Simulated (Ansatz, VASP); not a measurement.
BN in VASP and in Ansatz

The input POSCAR:

```
BN
1.0
    0.0000000000      1.8130010000      1.8130010000
    1.8130010000      0.0000000000      1.8130010000
    1.8130010000      1.8130010000      0.0000000000
B N
1 1
Direct
    0.0000000000      0.0000000000      0.0000000000
    0.7500000000      0.7500000000      0.5549899638
```

Contents of INCAR.step1:

```
  ALGO = Normal
  EDIFF = 1E-4
  ENCUT = 520
  GGA = PE
  ISMEAR = 0
  LASPH = True
  LCHARG = False
  LREAL = False
  LWAVE = True
  NBANDS = 11
  NELM = 100
  PREC = Accurate
  SIGMA = 0.05
```

The input INCAR.step2:

```
  ALGO = Normal
  EDIFF = 1E-6
  ENCUT = 520
  ISIF = 2
  ISMEAR = 0
  ISTART = 1
  LASPH = True
  LCHARG = False
  LMIXTAU = True
  LREAL = False
  LWAVE = False
  METAGGA = R2SCAN
  NBANDS = 11
  NELM = 100
  PREC = Accurate
  SIGMA = 0.05
```

KPOINTS

```
k-points
0
Gamma
  12 12 12
```

Input for Ansatz:

```yaml
crystal:
  lattice:
    - [0.0, 1.813001, 1.813001]
    - [1.813001, 0.0, 1.813001]
    - [1.813001, 1.813001, 0.0]
  atoms:
    - { symbol: B, position: [0.0, 0.0, 0.0] }
    - { symbol: "N", position: [0.75, 0.75, 0.5549899638] }
basis:
  ecutwfc: 500
kpoints:
  mp_grid: { grid: [12, 12, 12] }
hamiltonian:
  xc: r2scan
scf:
  occupations: { method: gaussian, width: 0.05 }
output:
  forces: true
  stress: true
  eigenvalues: true
```

Change from the starting cell: all N atoms moved -0.500 Å, as atom 2 along Cartesian [1 1 0].

Alike in both runs: task single point; functional r2SCAN; k mesh 12 × 12 × 12; occupations gaussian, width 0.05 eV; no spin polarisation.

```csv
,VASP,Ansatz
version,VASP 6.6.1,Ansatz 0.2.0
potentials or method,"VASP PAW PBE potentials, release 64 (B, N), cutoff 520 eV","scalar-relativistic, plane waves, PAW"
valence electrons in the cell,8,8
```

Ansatz gave:

| Item | Value |
| --- | --- |
| gap on the k mesh at the Fermi level (eV) | 1.14 |
| least direct gap on the mesh (eV) | 4.67 |
| rms of the force components (eV/Å) | 9.762 |

Task: Estimate VASP's values.

Result: gap on the k mesh at the Fermi level (eV): 1.15; least direct gap on the mesh (eV): 4.71; rms of the force components (eV/Å): 9.793.

VASP's potentials were made for PBE, not for r2SCAN. Atom by atom the forces differ by 0.032 eV/Å (rms over components).
